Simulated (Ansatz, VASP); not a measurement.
**KCl: VASP beside Ansatz**

File POSCAR:

```
KCl
1.0
    0.0000000000      3.1448483221      3.1448483221
    3.1448483221      0.0000000000      3.1448483221
    3.1448483221      3.1448483221      0.0000000000
K Cl
1 1
Direct
    0.0000000000      0.0000000000      0.0000000000
    0.5000000000      0.5000000000      0.5000000000
```

Contents of INCAR.step1:

```
ALGO = Normal ; EDIFF = 1E-4
ENCUT = 520 ; GGA = PE
ISMEAR = 0 ; LASPH = T
LCHARG = F ; LREAL = F
LWAVE = T ; NBANDS = 15
NELM = 100 ; PREC = Accurate
SIGMA = 0.01
```

INCAR.step2

```
ALGO = Normal ; BPARAM = 11.95
CPARAM = 0.0093 ; EDIFF = 1E-6
ENCUT = 520 ; ISIF = 2
ISMEAR = 0 ; ISTART = 1
IVDW_NL = 2 ; LASPH = T
LCHARG = T ; LELF = T
LMIXTAU = T ; LREAL = F
LUSE_VDW = T ; LVHAR = T
LWAVE = F ; METAGGA = R2SCAN
NBANDS = 15 ; NELM = 100
PREC = Accurate ; SIGMA = 0.01
```

The input KPOINTS:

```
k-points
0
Gamma
  6 6 6
```

Input for Ansatz:

```yaml
crystal:
  lattice:
    - [0.0, 3.1448483221, 3.1448483221]
    - [3.1448483221, 0.0, 3.1448483221]
    - [3.1448483221, 3.1448483221, 0.0]
  atoms:
    - { symbol: K, position: [0.0, 0.0, 0.0] }
    - { symbol: Cl, position: [0.5, 0.5, 0.5] }
kpoints:
  mp_grid: { grid: [6, 6, 6] }
hamiltonian:
  xc: r2scan
  dispersion: rvv10
scf:
  occupations: { method: fixed }
  n_extra_bands: 4
output:
  forces: true
  stress: true
  eigenvalues: true
```

Alike in both runs: task single point; functional r2SCAN; dispersion rVV10; k mesh 6 × 6 × 6; no spin polarisation.

```csv
,VASP,Ansatz
version,VASP 6.6.1,Ansatz 0.2.0
potentials or method,"VASP PAW PBE potentials, release 64 (K_sv, Cl)",plane waves
plane-wave cutoff (eV),520,500
occupations,"gaussian, width 0.01 eV",fixed
valence electrons in the cell,16,16
```

VASP gave:

| Quantity | Value |
| --- | --- |
| gap on the k mesh at the Fermi level (eV) | 5.73 |
| pressure (GPa) | -0.5 |

Question: Which values does Ansatz return?

Answer: gap on the k mesh at the Fermi level (eV): 5.72; pressure (GPa): -0.5.

VASP's potentials were made for PBE, not for r2SCAN.
